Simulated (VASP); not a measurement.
# BaTiO3 (Amm2) in VASP: further runs

BaTiO3 is run at these levels: LDA; tasks: single point.

All numbers are computed with VASP 6.6.1; they aren't measurements. Logs are shortened: lines on timing, memory, paths and dates and some standing lists are left out, and cuts for length are marked.

## 1. The cell of the first run

Symmetry: Amm2, No. 38, orthorhombic system. The conventional cell has a = 4.089 Å, b = 5.821 Å, c = 5.838 Å, α = 90.00°, β = 90.00°, γ = 90.00°. Within 3.7 Å of Ba (site symmetry mm2) lie 12 O at 2.85 to 2.99 Å and 8 Ti at 3.50 to 3.62 Å. Ti (site symmetry mm2) has 6 O at 1.98 to 2.15 Å within 2.6 Å. Within 2.7 Å of O (site symmetry mm2) lie 2 Ti at 2.05 Å. Within 2.6 Å of O (site symmetry m) lie 2 Ti at 1.98 to 2.15 Å.

## 2. Single point, LDA

INCAR

```
ALGO = Normal ; EDIFF = 1E-6
ENCUT = 1340 ; GGA_COMPAT = F
ISIF = 2 ; ISMEAR = -1
LASPH = T ; LCHARG = F
LREAL = F ; LWAVE = F
NBANDS = 28 ; NELM = 120
PREC = Accurate ; SIGMA = 0.02
```

KPOINTS

```
k-points
0
Gamma
  6 6 6
```

POSCAR

```
BaTiO3
1.0
    4.0890654813      0.0000000000      0.0000000000
    0.0000000000      2.9106184579      2.9190828388
    0.0000000000     -2.9106184579      2.9190828388
Ba Ti O
1 1 3
Direct
    0.0000000000      0.0000000000      0.0000000000
    0.5000000000      0.5124000000      0.5124000000
    0.0000000000      0.4874000000      0.4874000000
    0.5000000000      0.5052400000      0.9918400000
    0.5000000000      0.9918400000      0.5052400000
```

Potentials or basis: VASP PAW LDA potentials, release 64 (Ba_sv, Ti_sv, O_h).

Command:

```
> cat potpaw_LDA.64/Ba_sv/POTCAR potpaw_LDA.64/Ti_sv/POTCAR potpaw_LDA.64/O_h/POTCAR > POTCAR
> mpirun -np 1 vasp_std > vasp.out
```

OUTCAR:

```text
EDIFF = 1E-6
   ENCUT = 1340
   ISIF = 2
   ISMEAR = -1
   LASPH = T
   LREAL = F
   NELM = 120
   PREC = Accurate

 ion  position               nearest neighbor table
   1  0.000  0.000  0.000-   3 2.85   4 2.89   5 2.89   4 2.89   5 2.89   3 2.91   3 2.91   4 2.92
                             5 2.92   5 2.92   4 2.92   3 2.99   2 3.50   2 3.50   2 3.56   2 3.56
   2  0.500  0.512  0.512-   4 1.98   5 1.98   3 2.05   3 2.05   5 2.15   4 2.15   1 3.50   1 3.50
                             1 3.56   1 3.56   1 3.56   1 3.56   1 3.62   1 3.62
   3  0.000  0.487  0.487-   2 2.05   2 2.05   1 2.85   1 2.91   1 2.91   1 2.99
   4  0.500  0.505  0.992-   2 1.98   2 2.15   1 2.89   1 2.89   1 2.92   1 2.92
   5  0.500  0.992  0.505-   2 1.98   2 2.15   1 2.89   1 2.89   1 2.92   1 2.92

  LATTYP: Found a base centered orthorhombic cell.
 ALAT       =     5.8212369158
 B/A-ratio  =     1.0029081039
 C/A-ratio  =     0.7024392823

  Lattice vectors:

 A1 = (   0.0000000000,   2.9106184579,  -2.9190828388)
 A2 = (   0.0000000000,   2.9106184579,   2.9190828388)
 A3 = (   4.0890654813,   0.0000000000,   0.0000000000)

Analysis of symmetry for initial positions (statically):
=====================================================================
 Subroutine PRICEL returns:
 Original cell was already a primitive cell.

 Routine SETGRP: Setting up the symmetry group for a
 base centered orthorhombic supercell.

 Subroutine GETGRP returns: Found  4 space group operations
 (whereof  4 operations were pure point group operations)
 out of a pool of  8 trial point group operations.

The static configuration has the point symmetry C_2v.

Analysis of symmetry for dynamics (positions and initial velocities):
=====================================================================
 Subroutine PRICEL returns:
 Original cell was already a primitive cell.

 Routine SETGRP: Setting up the symmetry group for a
 base centered orthorhombic supercell.

 Subroutine GETGRP returns: Found  4 space group operations
 (whereof  4 operations were pure point group operations)
 out of a pool of  8 trial point group operations.

The dynamic configuration has the point symmetry C_2v.

 Subroutine INISYM returns: Found  4 space group operations
 (whereof  4 operations are pure point group operations),
 and found     1 'primitive' translations

----------------------------------------------------------------------------------------

                                     Primitive cell

  volume of cell :      69.4842

  direct lattice vectors                    reciprocal lattice vectors
     4.089065481  0.000000000  0.000000000     0.244554655  0.000000000  0.000000000
     0.000000000  2.910618458  2.919082839     0.000000000  0.171784797  0.171286677
     0.000000000 -2.910618458  2.919082839     0.000000000 -0.171784797  0.171286677

  length of vectors
     4.089065481  4.122225664  4.122225664     0.244554655  0.242588421  0.242588421

  position of ions in fractional coordinates (direct lattice)
     0.000000000  0.000000000  0.000000000
     0.500000000  0.512400000  0.512400000
     0.000000000  0.487400000  0.487400000
     0.500000000  0.505240000  0.991840000
     0.500000000  0.991840000  0.505240000

  ion indices of the primitive-cell ions
   primitive index   ion index
                 1           1
                 2           2
                 3           3
                 4           4
                 5           5

----------------------------------------------------------------------------------------

 KPOINTS: k-points

Automatic generation of k-mesh.
 Grid dimensions read from file:
 generate k-points for:    6    6    6

 Generating k-lattice:

  Cartesian coordinates                     Fractional coordinates (reciprocal lattice)
     0.040759109  0.000000000  0.000000000     0.166666667  0.000000000  0.000000000
     0.000000000  0.028630799  0.028547780     0.000000000  0.166666667  0.000000000
     0.000000000 -0.028630799  0.028547780     0.000000000  0.000000000  0.166666667

  Length of vectors
     0.040759109  0.040431404  0.040431404

  Shift w.r.t. Gamma in fractional coordinates (k-lattice)
     0.000000000  0.000000000  0.000000000

 Subroutine IBZKPT returns following result:
 ===========================================

 Found     52 irreducible k-points:

 Following reciprocal coordinates:
            Coordinates               Weight
  0.000000  0.000000  0.000000      1.000000
  0.166667  0.000000  0.000000      2.000000
  0.333333  0.000000  0.000000      2.000000
  0.500000  0.000000  0.000000      1.000000
  0.000000  0.166667 -0.000000      4.000000
  0.166667  0.166667 -0.000000      8.000000
[... 16 lines left out ...]
  0.333333  0.333333  0.166667      8.000000
  0.500000  0.333333  0.166667      4.000000
 [... further k-points ...]
   k-points           NKPTS =     52   k-points in BZ     NKDIM =     52   number of bands    NBANDS=     28
   number of dos      NEDOS =    301   number of ions     NIONS =      5
   total plane-waves  NPLWV = 125000
   dimension x,y,z NGX =    50 NGY =   50 NGZ =   50
   dimension x,y,z NGXF=   100 NGYF=  100 NGZF=  100
   ions per type =               1   1   3
   NGX,Y,Z   is equivalent  to a cutoff of  20.33, 20.16, 20.16 a.u.
   NGXF,Y,Z  is equivalent  to a cutoff of  40.66, 40.33, 40.33 a.u.
 SYSTEM =  unknown system
   PREC   = accura    normal or accurate (medium, high low for compatibility)
   ISTART =      0    job   : 0-new  1-cont  2-samecut
   ICHARG =      2    charge: 1-file 2-atom 10-const
   ISPIN  =      1    spin polarized calculation?
   LNONCOLLINEAR =      F non collinear calculations
   LSORBIT =      F    spin-orbit coupling
   LASPH  =      T    aspherical Exc in radial PAW
   ENCUT  = 1340.0 eV  98.49 Ry    9.92 a.u.  12.20 12.30 12.30*2*pi/ulx,y,z
   NELM   =    120;   NELMIN=  2; NELMDL= -5     # of ELM steps
   EDIFF  = 0.1E-05   stopping-criterion for ELM
   LREAL  =      F    real-space projection
   EDIFFG = 0.1E-04   stopping-criterion for IOM
   NSW    =      0    number of steps for IOM
   IBRION =     -1    ionic relax: 0-MD 1-quasi-New 2-CG
   NFREE  =      0    steps in history (QN), initial steepest desc. (CG)
   ISIF   =      2    stress and relaxation
   ISYM   =      2    0-nonsym 1-usesym 2-fastsym
   POTIM  = 0.5000    time-step for ionic-motion
   TEBEG  =    0.0;   TEEND  =   0.0 temperature during run
   PSTRESS=    0.0 pullay stress
   NELECT =      40.0000    total number of electrons
   NUPDOWN=      -1.0000    fix difference up-down
   EMIN   =  10.00;   EMAX   =-10.00  energy-range for DOS
   EFERMI =   0.00;   METHOD = LEGACY
   ISMEAR =    -1;   SIGMA  =   0.02  broadening in eV -4-tet -1-fermi 0-gaus
   EFERMI_NEDOS =   21; number of points for ismear=-14 and -15
   IALGO  =     38    algorithm
   IMIX   =      4    mixing-type and parameters
     AMIX     =   0.40;   BMIX     =  1.00
     AMIX_MAG =   1.60;   BMIX_MAG =  1.00
  volume/ion in A,a.u.               =      13.90        93.78
  Fermi-wavevector in a.u.,A,eV,Ry     =   1.361861  2.573545 25.234269  1.854666
  Thomas-Fermi vector in A             =   2.488401
   LORBIT       =      0    0 simple, 1 ext, 2 COOP (PROOUT), +10 PAW based schemes
   GGA     = CA    functional components
   LHFCALC =     F    Hartree Fock is set to
   AEXX    =    0.0000 exact exchange contribution
   IVDW    =     0    specifies the selected vdW correction
   LEPSILON=     F    determine dielectric tensor
   LRPA    =     F    only Hartree local field effects (RPA)
 non-spin polarized calculation
  energy-cutoff  :     1340.00
  volume of cell :       69.48
 maximum number of plane-waves:      7773
 NGX is ok and might be reduce to    50
   NGX = 25   NGY = 25   NGZ = 25

 number of electron      40.0000001 magnetization

 Free energy of the ion-electron system (eV)
  ---------------------------------------------------
  ext. energy  EPLUGINS =         0.00000000
  ---------------------------------------------------
  free energy    TOTEN  =       -43.74056572 eV

  energy without entropy =      -43.74056572  energy(sigma->0) =      -43.74056572

 E-fermi :   3.8213     XC(G=0): -11.3314

 val. band max:        3.2454386933   @ k =   0.5000   0.5000   0.5000
 cond. band min:       4.8609616347   @ k =   0.0000   0.0000   0.0000
 fundamental gap:      1.6155229413
 Fermi energy:         3.8212932684

 k-point     1 :       0.0000    0.0000    0.0000
  band No.  band energies     occupation
      1     -52.8825      2.00000
      2     -29.4692      2.00000
      3     -29.4692      2.00000
      4     -29.4559      2.00000
      5     -21.6118      2.00000
      6     -13.1360      2.00000
[... 20 lines left out ...]
     27       8.0915      0.00000
     28       9.5857      0.00000

 k-point     2 :       0.1667    0.0000    0.0000
  band No.  band energies     occupation
      1     -52.8823      2.00000
      2     -29.4689      2.00000
      3     -29.4688      2.00000
      4     -29.4653      2.00000
      5     -21.5914      2.00000
      6     -13.1387      2.00000
[... 20 lines left out ...]
     27       8.5545      0.00000
     28      10.2291      0.00000

 k-point     3 :       0.3333    0.0000    0.0000
  band No.  band energies     occupation
      1     -52.8820      2.00000
      2     -29.4842      2.00000
      3     -29.4681      2.00000
      4     -29.4681      2.00000
      5     -21.5499      2.00000
      6     -13.2080      2.00000
[... 20 lines left out ...]
     27       9.6375      0.00000
     28      11.1326      0.00000

 k-point     4 :       0.5000    0.0000    0.0000
  band No.  band energies     occupation
      1     -52.8818      2.00000
      2     -29.4936      2.00000
      3     -29.4677      2.00000
      4     -29.4677      2.00000
      5     -21.5289      2.00000
      6     -13.2641      2.00000
[... 20 lines left out ...]
     27      10.3121      0.00000
     28      11.0715      0.00000

 k-point     5 :       0.0000    0.1667   -0.0000
  band No.  band energies     occupation
      1     -52.8824      2.00000
      2     -29.4779      2.00000
      3     -29.4689      2.00000
      4     -29.4555      2.00000
      5     -21.5926      2.00000
      6     -13.1402      2.00000
[... 20 lines left out ...]
     27       8.5659      0.00000
     28      10.2181      0.00000

 k-point     6 :       0.1667    0.1667   -0.0000
  band No.  band energies     occupation
      1     -52.8822      2.00000
      2     -29.4775      2.00000
      3     -29.4685      2.00000
      4     -29.4649      2.00000
      5     -21.5736      2.00000
      6     -13.1128      2.00000
[... 463 lines left out ...]
      5     -21.5388      2.00000
      6     -13.1235      2.00000
[... 20 lines left out ...]
     27      10.1269      0.00000
     28      11.3836      0.00000

 k-point    22 :       0.1667    0.3333    0.1667
  band No.  band energies     occupation
      1     -52.8817      2.00000
      2     -29.4943      2.00000
      3     -29.4764      2.00000
      4     -29.4638      2.00000
      5     -21.5236      2.00000
      6     -13.0337      2.00000
[... 20 lines left out ...]
     27      10.2859      0.00000
     28      11.1322      0.00000

 k-point    23 :       0.3333    0.3333    0.1667
  band No.  band energies     occupation
      1     -52.8813      2.00000
      2     -29.4933      2.00000
      3     -29.4823      2.00000
      4     -29.4755      2.00000
      5     -21.4928      2.00000
      6     -12.8660      2.00000
[... 20 lines left out ...]
     27      10.9405      0.00000
     28      11.0605      0.00000

 k-point    24 :       0.5000    0.3333    0.1667
  band No.  band energies     occupation
      1     -52.8812      2.00000
      2     -29.4928      2.00000
      3     -29.4915      2.00000
      4     -29.4752      2.00000
      5     -21.4772      2.00000
      6     -12.8015      2.00000
[... 20 lines left out ...]
     27      10.9374      0.00000
     28      11.3088      0.00000

 [... further k-points ...]

------------------------ aborting loop because EDIFF is reached ----------------------------------------

  FORCE on cell =-STRESS in cart. coord.  units (eV):
  Direction    XX          YY          ZZ          XY          YZ          ZX
  --------------------------------------------------------------------------------------
  -------------------------------------------------------------------------------------
  Total       -7.4111089     -7.3175069     -7.5460977      0.0000000      0.0000000      0.0000000
  in kB     -170.8866030   -168.7283124   -173.9991987      0.0000000      0.0000000      0.0000000
  external PRESSURE =    -171.2047047 kB  Pullay stress =       0.0000000 kB

 VOLUME and BASIS-vectors are now :
 -----------------------------------------------------------------------------
  energy-cutoff  :     1340.00
  volume of cell :       69.48
      direct lattice vectors                 reciprocal lattice vectors
     4.089065481  0.000000000  0.000000000     0.244554655  0.000000000  0.000000000
     0.000000000  2.910618458  2.919082839     0.000000000  0.171784797  0.171286677
     0.000000000 -2.910618458  2.919082839     0.000000000 -0.171784797  0.171286677

 POSITION                                       TOTAL-FORCE (eV/Angst)
 -----------------------------------------------------------------------------------
      0.00000      0.00000      0.00000         0.000000     -0.000000      0.147729
      2.04453      0.00000      2.99148         0.000000     -0.000000      0.573941
      0.00000      0.00000      2.84552         0.000000     -0.000000      0.252744
      2.04453     -1.41631      4.37010         0.000000      0.292563     -0.487207
      2.04453      1.41631      4.37010         0.000000     -0.292563     -0.487207
 -----------------------------------------------------------------------------------
    total drift:                                0.000000      0.000000     -0.000229

  FREE ENERGIE OF THE ION-ELECTRON SYSTEM (eV)
  ---------------------------------------------------
  free  energy   TOTEN  =       -43.7405657242 eV

  energy  without entropy=      -43.7405657242  energy(sigma->0) =      -43.74056572
```

Wall time 7.7 min (1 thread of Intel Xeon Platinum 8375C at 2.90GHz (Ice Lake), shared host); peak memory 0.57 GiB.

Results:

```yaml
Free_energy: -43.7406 eV
Pressure: -17.1 GPa
Largest_force: 0.574 eV/Å
Band_gap_on_the_k_mesh: 1.62 eV (least direct gap 1.88 eV)
```

Forces on the atoms (eV/Å):
```
Ba   0.000  0.000  0.148
Ti   0.000  0.000  0.574
O    0.000  0.000  0.253
O    0.000  0.293 -0.487
O    0.000 -0.293 -0.487
```

Caveat: the cell stands under tension; spin-orbit coupling is left out, which moves the levels of the heavy elements. A k mesh can miss the band edges.

(Continued in part 2 of 2.)
